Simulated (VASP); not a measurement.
Wanted: the native input for a VASP 6.6.1 run.

- Task: relaxation of cell and atoms
- Functional: PBEsol
- Potentials or basis: VASP PAW PBE potentials, release 64 (In_d, Pd)
- Cutoff: 600 eV
- k mesh: 8 × 8 × 8
- Occupations: fermi-dirac, width 0.05 eV
- Spin: no spin polarisation
- Target pressure: 5 GPa
- Dipole correction: no
- Further INCAR settings: ALGO = Normal; EDIFF = 1e-06; IBRION = 2; EDIFFG = -0.01; NSW = 80; ISIF = 3

The structure of InPd lies in POSCAR:

```
InPd
1.0
    3.2718847800      0.0000000000      0.0000000000
    0.0000000000      3.2718847800      0.0000000000
    0.0000000000      0.0000000000      3.2718847800
In Pd
1 1
Direct
    0.0000000000      0.0000000000      0.0000000000
    0.5000000000      0.5000000000      0.5000000000
```

One way to write it, as run:

INCAR

```
SYSTEM = InPd
ALGO = Normal ; EDIFF = 1E-6
EDIFFG = -0.01 ; ENCUT = 600
GGA = PS ; IBRION = 2
ISIF = 3 ; ISMEAR = -1
LASPH = .TRUE. ; LCHARG = .FALSE.
LREAL = .FALSE. ; LWAVE = .FALSE.
NELM = 60 ; NSW = 80
PREC = Accurate ; PSTRESS = 50.0
SIGMA = 0.05
```

KPOINTS

```
k-points
0
G
  8 8 8
  0 0 0
```

Potentials or basis: VASP PAW PBE potentials, release 64 (In_d, Pd).

Launch:

```console
$ cat potpaw_PBE.64/In_d/POTCAR potpaw_PBE.64/Pd/POTCAR > POTCAR
$ mpirun -np 1 vasp_std > vasp.out
```

It gave:

| Quantity | Value |
| --- | --- |
| Relaxed volume | 16.58 Å³/atom |
| Relaxed cell | a = 3.213 Å, b = 3.213 Å, c = 3.213 Å, α = 90.00°, β = 90.00°, γ = 90.00° |
| Space group after relaxing (to 0.1 Å) | Pm-3m (No. 221) |
| Energy change on relaxing (the run minimises the enthalpy) | +4.9 meV/atom |
| Ionic steps | 4 |
| Pressure after relaxing | 5.0 GPa |
| Band gap on the k mesh | zero (an odd number of electrons rules out a gap without spin polarisation) |

Caveat: the cell is relaxed towards a set pressure, so the run minimises the enthalpy, not the energy; the PAW data sets were made with another functional, which shifts forces and pressure a little; spin-orbit coupling is left out, which moves the levels of the heavy elements.

Wall time 93 s on 1 thread of Intel Xeon 8259CL, with other jobs on the host, peak memory 0.18 GiB.
